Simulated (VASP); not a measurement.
# Li2F (I4_1/amd) in VASP: relaxation of cell and atoms with PBE

Aim: the relaxation of cell and atoms of Li2F with PBE.

Everything below comes from runs of VASP 6.6.1. Logs are shortened: lines on timing, memory, paths and dates and some standing lists are left out, and cuts for length are marked.

### Step 1. The cell of the first run

Symmetry: I4_1/amd, No. 141, tetragonal system. Conventional cell: a = 3.436 Å, b = 3.436 Å, c = 11.947 Å, α = 90.00°, β = 90.00°, γ = 90.00°. Within 2.7 Å of Li (site symmetry 2mm) lie 3 Li at 1.98 to 2.00 Å and 6 F at 2.63 Å. F (site symmetry -4m2) has 12 Li at 2.63 Å and 8 F at 3.44 to 3.45 Å within 3.5 Å.

### Step 2. Relaxation of cell and atoms, PBE

Input file INCAR:

```
SYSTEM = Li2F
PREC = Accurate
ENCUT = 600
EDIFF = 1E-6
ISMEAR = 0
SIGMA = 0.1
LREAL = .False.
LASPH = .True.
NELM = 100
ALGO = Normal
ISIF = 3
LWAVE = .False.
LCHARG = .False.
GGA = PE
IBRION = 2
NSW = 90
EDIFFG = -0.04
```

Input file KPOINTS:

```
regular mesh
0
Gamma
  8 8 8
  0 0 0
```

Input file POSCAR:

```
Li2F
1.0
   -1.7180615982      1.7180615982      5.9736577042
    1.7180615982     -1.7180615982      5.9736577042
    1.7180615982      1.7180615982     -5.9736577042
Li F
4 2
Direct
    0.4165000000      0.4165000000      0.0000000000
    0.1665000000      0.6665000000      0.5000000000
    0.3335000000      0.8335000000      0.5000000000
    0.5835000000      0.5835000000      0.0000000000
    0.0000000000      0.0000000000      0.0000000000
    0.7500000000      0.2500000000      0.5000000000
```

Potentials or basis: VASP PAW PBE potentials, release 64 (Li_sv, F).

Launch:

```console
cat potpaw_PBE.64/Li_sv/POTCAR potpaw_PBE.64/F/POTCAR > POTCAR
mpirun -np 1 vasp_std > vasp.out
```

OUTCAR:

```text
SYSTEM = Li2F
   PREC = Accurate
   ENCUT = 600
   EDIFF = 1E-6
   ISMEAR = 0
   LREAL = .False.
   LASPH = .True.
   NELM = 100
   ISIF = 3
   GGA = PE
   IBRION = 2
   NSW = 90
   EDIFFG = -0.04

 ion  position               nearest neighbor table
   1  0.416  0.416  0.000-   3 1.98   3 1.98   4 2.00
   2  0.166  0.666  0.500-   4 1.98   4 1.98   3 2.00
   3  0.334  0.834  0.500-   1 1.98   1 1.98   2 2.00
   4  0.584  0.584  0.000-   2 1.98   2 1.98   1 2.00
   5  0.000  0.000  0.000-
   6  0.750  0.250  0.500-

  LATTYP: Found a body centered tetragonal cell.
 ALAT       =     3.4361231964
 C/A-ratio  =     3.4769752787

  Lattice vectors:

 A1 = (  -1.7180615982,   1.7180615982,   5.9736577042)
 A2 = (   1.7180615982,  -1.7180615982,   5.9736577042)
 A3 = (   1.7180615982,   1.7180615982,  -5.9736577042)

Analysis of symmetry for initial positions (statically):
=====================================================================
 Subroutine PRICEL returns:
 Original cell was already a primitive cell.

 Routine SETGRP: Setting up the symmetry group for a
 body centered tetragonal supercell.

 Subroutine GETGRP returns: Found 16 space group operations
 (whereof  8 operations were pure point group operations)
 out of a pool of 16 trial point group operations.

The static configuration has the point symmetry D_2d.
 The point group associated with its full space group is D_4h.

Analysis of symmetry for dynamics (positions and initial velocities):
=====================================================================
 Subroutine PRICEL returns:
 Original cell was already a primitive cell.

 Routine SETGRP: Setting up the symmetry group for a
 body centered tetragonal supercell.

 Subroutine GETGRP returns: Found 16 space group operations
 (whereof  8 operations were pure point group operations)
 out of a pool of 16 trial point group operations.

The dynamic configuration has the point symmetry D_2d.
 The point group associated with its full space group is D_4h.

 Subroutine INISYM returns: Found 16 space group operations
 (whereof  8 operations are pure point group operations),
 and found     1 'primitive' translations

----------------------------------------------------------------------------------------

                                     Primitive cell

  volume of cell :      70.5306

  direct lattice vectors                    reciprocal lattice vectors
    -1.718061598  1.718061598  5.973657704     0.000000000  0.291025654  0.083700812
     1.718061598 -1.718061598  5.973657704     0.291025654  0.000000000  0.083700812
     1.718061598  1.718061598 -5.973657704     0.291025654  0.291025654  0.000000000

  length of vectors
     6.448880343  6.448880343  6.448880343     0.302822980  0.302822980  0.411572427

  position of ions in fractional coordinates (direct lattice)
     0.416500000  0.416500000  0.000000000
     0.166500000  0.666500000  0.500000000
     0.333500000  0.833500000  0.500000000
     0.583500000  0.583500000  0.000000000
     0.000000000  0.000000000  0.000000000
     0.750000000  0.250000000  0.500000000

  ion indices of the primitive-cell ions
   primitive index   ion index
                 1           1
                 2           2
                 3           3
                 4           4
                 5           5
                 6           6

----------------------------------------------------------------------------------------

 KPOINTS: regular mesh

Automatic generation of k-mesh.
 Grid dimensions read from file:
 generate k-points for:    8    8    8

 Generating k-lattice:

  Cartesian coordinates                     Fractional coordinates (reciprocal lattice)
     0.000000000  0.036378207  0.010462601     0.125000000 -0.000000000  0.000000000
     0.036378207  0.000000000  0.010462601    -0.000000000  0.125000000  0.000000000
     0.036378207  0.036378207  0.000000000     0.000000000  0.000000000  0.125000000

  Length of vectors
     0.037852872  0.037852872  0.051446553

  Shift w.r.t. Gamma in fractional coordinates (k-lattice)
     0.000000000  0.000000000  0.000000000

 Subroutine IBZKPT returns following result:
 ===========================================

 Found     59 irreducible k-points:

 Following reciprocal coordinates:
            Coordinates               Weight
  0.000000  0.000000  0.000000      1.000000
  0.125000  0.000000  0.000000      8.000000
  0.250000  0.000000  0.000000      8.000000
  0.375000 -0.000000  0.000000      8.000000
  0.500000  0.000000  0.000000      4.000000
  0.125000  0.125000  0.000000      8.000000
[... 16 lines left out ...]
  0.250000  0.125000  0.125000     16.000000
  0.375000  0.125000  0.125000      8.000000
 [... further k-points ...]
   k-points           NKPTS =     59   k-points in BZ     NKDIM =     59   number of bands    NBANDS=     17
   number of dos      NEDOS =    301   number of ions     NIONS =      6
   total plane-waves  NPLWV = 157464
   dimension x,y,z NGX =    54 NGY =   54 NGZ =   54
   dimension x,y,z NGXF=   108 NGYF=  108 NGZF=  108
   ions per type =               4   2
   NGX,Y,Z   is equivalent  to a cutoff of  13.92, 13.92, 13.92 a.u.
   NGXF,Y,Z  is equivalent  to a cutoff of  27.84, 27.84, 27.84 a.u.
 SYSTEM =  Li2F
   PREC   = accura    normal or accurate (medium, high low for compatibility)
   ISTART =      0    job   : 0-new  1-cont  2-samecut
   ICHARG =      2    charge: 1-file 2-atom 10-const
   ISPIN  =      1    spin polarized calculation?
   LNONCOLLINEAR =      F non collinear calculations
   LSORBIT =      F    spin-orbit coupling
   LASPH  =      T    aspherical Exc in radial PAW
   ENCUT  =  600.0 eV  44.10 Ry    6.64 a.u.  12.88 12.88 12.88*2*pi/ulx,y,z
   NELM   =    100;   NELMIN=  2; NELMDL= -5     # of ELM steps
   EDIFF  = 0.1E-05   stopping-criterion for ELM
   LREAL  =      F    real-space projection
   EDIFFG = -.4E-01   stopping-criterion for IOM
   NSW    =     90    number of steps for IOM
   IBRION =      2    ionic relax: 0-MD 1-quasi-New 2-CG
   NFREE  =      1    steps in history (QN), initial steepest desc. (CG)
   ISIF   =      3    stress and relaxation
   ISYM   =      2    0-nonsym 1-usesym 2-fastsym
   POTIM  = 0.5000    time-step for ionic-motion
   TEBEG  =    0.0;   TEEND  =   0.0 temperature during run
   PSTRESS=    0.0 pullay stress
   NELECT =      26.0000    total number of electrons
   NUPDOWN=      -1.0000    fix difference up-down
   EMIN   =  10.00;   EMAX   =-10.00  energy-range for DOS
   EFERMI =   0.00;   METHOD = LEGACY
   ISMEAR =     0;   SIGMA  =   0.10  broadening in eV -4-tet -1-fermi 0-gaus
   EFERMI_NEDOS =   21; number of points for ismear=-14 and -15
   IALGO  =     38    algorithm
   IMIX   =      4    mixing-type and parameters
     AMIX     =   0.40;   BMIX     =  1.00
     AMIX_MAG =   1.60;   BMIX_MAG =  1.00
  volume/ion in A,a.u.               =      11.76        79.33
  Fermi-wavevector in a.u.,A,eV,Ry     =   1.173834  2.218225 18.747281  1.377886
  Thomas-Fermi vector in A             =   2.310241
   LORBIT       =      0    0 simple, 1 ext, 2 COOP (PROOUT), +10 PAW based schemes
   GGA     = PE    functional components
   LHFCALC =     F    Hartree Fock is set to
   AEXX    =    0.0000 exact exchange contribution
   IVDW    =     0    specifies the selected vdW correction
   LEPSILON=     F    determine dielectric tensor
   LRPA    =     F    only Hartree local field effects (RPA)
 conjugate gradient relaxation of ions
 non-spin polarized calculation
 Gauss-broadening in eV      SIGMA  =   0.10
  energy-cutoff  :      600.00
  volume of cell :       70.53
 maximum number of plane-waves:      2380
 NGX is ok and might be reduce to    54
   NGX = 25   NGY = 25   NGZ = 25

--------------------------------------- Ionic step        1  -------------------------------------------

 number of electron      25.9999993 magnetization

 Free energy of the ion-electron system (eV)
  ---------------------------------------------------
  ext. energy  EPLUGINS =         0.00000000
  ---------------------------------------------------
  free energy    TOTEN  =       -14.68952519 eV

  energy without entropy =      -14.68362169  energy(sigma->0) =      -14.68657344

------------------------ aborting loop because EDIFF is reached ----------------------------------------

  FORCE on cell =-STRESS in cart. coord.  units (eV):
  Direction    XX          YY          ZZ          XY          YZ          ZX
  --------------------------------------------------------------------------------------
  -------------------------------------------------------------------------------------
  Total        0.6199945      0.6199945      7.6706286      0.0000000      0.0000000      0.0000000
  in kB       14.0838253     14.0838253    174.2463751      0.0000000      0.0000000      0.0000000
  external PRESSURE =      67.4713419 kB  Pullay stress =       0.0000000 kB
[... 101 lines left out ...]
  FREE ENERGIE OF THE ION-ELECTRON SYSTEM (eV)
  ---------------------------------------------------
  free  energy   TOTEN  =       -15.6322697172 eV

  energy  without entropy=      -15.6242217623  energy(sigma->0) =      -15.62824574

 E-fermi :   2.7042     XC(G=0):  -7.9870

 val. band max:        2.6758632866   @ k =   0.1250   0.1250   0.1250
 cond. band min:       2.7120959332   @ k =  -0.2500   0.2500   0.0000
 fundamental gap:      0.0362326465
 Fermi energy:         2.7042469489

 k-point     1 :       0.0000    0.0000    0.0000
  band No.  band energies     occupation
      1     -45.7910      2.00000
      2     -45.7782      2.00000
      3     -45.7309      2.00000
      4     -45.7190      2.00000
      5     -22.5569      2.00000
      6     -22.5559      2.00000
[... 9 lines left out ...]
     16       4.7645      0.00000
     17       9.4098      0.00000
[... 443 lines left out ...]
      1     -45.7765      2.00000
      2     -45.7708      2.00000
      3     -45.7162      2.00000
      4     -45.7144      2.00000
      5     -22.3435      2.00000
      6     -22.3392      2.00000
[... 9 lines left out ...]
     16       4.9119      0.00000
     17       7.8761      0.00000

 [... further k-points ...]

[... ionic steps 4 to 16 ...]

--------------------------------------- Ionic step       17  -------------------------------------------

 number of electron      25.9999971 magnetization

------------------------ aborting loop because EDIFF is reached ----------------------------------------

  FORCE on cell =-STRESS in cart. coord.  units (eV):
  Direction    XX          YY          ZZ          XY          YZ          ZX
  --------------------------------------------------------------------------------------
  -------------------------------------------------------------------------------------
  Total        0.4322562      0.4322562     -0.0854920      0.0000000      0.0000000      0.0000000
  in kB       12.1785801     12.1785801     -2.4086888      0.0000000      0.0000000      0.0000000
  external PRESSURE =       7.3161571 kB  Pullay stress =       0.0000000 kB
[... 65 lines left out ...]
  energy  without entropy=      -19.7588852463  energy(sigma->0) =      -19.76062873

--------------------------------------- Ionic step       19  -------------------------------------------

 number of electron      26.0000018 magnetization

 Free energy of the ion-electron system (eV)
  ---------------------------------------------------
  ext. energy  EPLUGINS =         0.00000000
  ---------------------------------------------------
  free energy    TOTEN  =       -19.76303967 eV

  energy without entropy =      -19.75953886  energy(sigma->0) =      -19.76128926

 E-fermi :   4.8076     XC(G=0):  -9.3343

 val. band max:        4.7826841209   @ k =  -0.2500   0.2500   0.0000
 cond. band min:       4.9349841738   @ k =  -0.2500   0.5000   0.1250
 fundamental gap:      0.1523000529
 Fermi energy:         4.8075591942

 k-point     1 :       0.0000    0.0000    0.0000
  band No.  band energies     occupation
      1     -43.1878      2.00000
      2     -43.1449      2.00000
      3     -43.0812      2.00000
      4     -43.0377      2.00000
      5     -22.1182      2.00000
      6     -22.1159      2.00000
[... 9 lines left out ...]
     16       8.4751      0.00000
     17      13.1117      0.00000
[... 443 lines left out ...]
      1     -43.1087      2.00000
      2     -43.0935      2.00000
      3     -43.0131      2.00000
      4     -42.9992      2.00000
      5     -21.4994      2.00000
      6     -21.4956      2.00000
[... 9 lines left out ...]
     16       7.6989      0.00000
     17      11.5244      0.00000

 [... further k-points ...]

------------------------ aborting loop because EDIFF is reached ----------------------------------------

  FORCE on cell =-STRESS in cart. coord.  units (eV):
  Direction    XX          YY          ZZ          XY          YZ          ZX
  --------------------------------------------------------------------------------------
  -------------------------------------------------------------------------------------
  Total        0.0334950      0.0334950     -0.0910760      0.0000000      0.0000000      0.0000000
  in kB        0.9321356      0.9321356     -2.5345642      0.0000000      0.0000000      0.0000000
  external PRESSURE =      -0.2234310 kB  Pullay stress =       0.0000000 kB
[... 21 lines left out ...]
  FREE ENERGIE OF THE ION-ELECTRON SYSTEM (eV)
  ---------------------------------------------------
  free  energy   TOTEN  =       -19.7630396721 eV

  energy  without entropy=      -19.7595388551  energy(sigma->0) =      -19.76128926

 reached required accuracy - stopping structural energy minimisation
```

Wall time 42 min (1 thread of AMD EPYC 7R13 (Zen 3), shared host); peak memory 0.42 GiB.

Results:

| Quantity | Value |
| --- | --- |
| Free energy | -19.7630 eV |
| Relaxed volume | 9.60 Å³/atom |
| Relaxed cell | a = 8.817 Å, b = 8.817 Å, c = 8.817 Å, α = 163.15°, β = 163.15°, γ = 23.92° |
| Space group after relaxing (to 0.1 Å) | I4_1/amd (No. 141) |
| Energy gained by relaxing | 845.6 meV/atom |
| Ionic steps | 19 |
| Pressure after relaxing | 0.0 GPa |
| Largest force after relaxing | 0.011 eV/Å |
| Band gap on the k mesh | zero (bands 13 and 14 overlap by 6.78 eV) |

Forces in eV/Å, atoms in the order of the input:
```
Li   0.000  0.000  0.011
Li   0.000  0.000  0.011
Li   0.000  0.000 -0.011
Li   0.000  0.000 -0.011
F    0.000  0.000  0.000
F    0.000  0.000  0.000
```

Step by step:
```csv
step,energy change (eV),largest force (eV/Å),pressure (GPa),volume (Å³)
1,0.0000,0.0430,6.75,70.53
2,-0.4086,0.4507,4.09,75.63
3,-0.9427,1.4271,-2.45,91.47
4,-1.3403,1.5278,-4.72,94.04
5,-1.9946,0.9447,-14.17,100.62
6,-1.9719,1.2972,-10.25,98.34
7,-2.3844,1.0131,-11.29,95.58
8,-3.3308,0.2328,-14.65,87.17
9,-2.9914,2.1250,-18.04,69.99
10,-3.5895,0.2519,-16.17,82.94
11,-4.4297,0.5572,-10.53,72.06
12,-4.7150,0.9169,-4.49,64.72
13,-4.7344,1.0704,-2.15,62.52
14,-4.9106,0.7802,-1.41,60.45
15,-5.0481,0.3286,0.65,56.90
16,-5.0492,0.2735,0.96,56.50
17,-5.0668,0.1435,0.73,56.87
18,-5.0728,0.0060,0.57,57.25
19,-5.0735,0.0109,-0.02,57.57
```

Final structure:
```yaml
crystal:
  lattice:
    - [-1.29177, 1.29177, 8.62544]
    - [1.29177, -1.29177, 8.62544]
    - [1.29177, 1.29177, -8.62544]
  atoms:
    - { symbol: Li, position: [0.43828, 0.43828, 0.00000] }
    - { symbol: Li, position: [0.18828, 0.68828, 0.50000] }
    - { symbol: Li, position: [0.31172, 0.81172, 0.50000] }
    - { symbol: Li, position: [0.56172, 0.56172, 0.00000] }
    - { symbol: F, position: [0.00000, 0.00000, 0.00000] }
    - { symbol: F, position: [0.75000, 0.25000, 0.50000] }
```

Caveat: the cutoff is under 1.25 times the usual one of these potentials, so pressure, stress and relaxed cells hold a basis-set (Pulay) error; the volume moved by over 15 % at a fixed basis, so the end points are rough.

The gap in the log of VASP goes by the Fermi energy; the results here count the filled bands.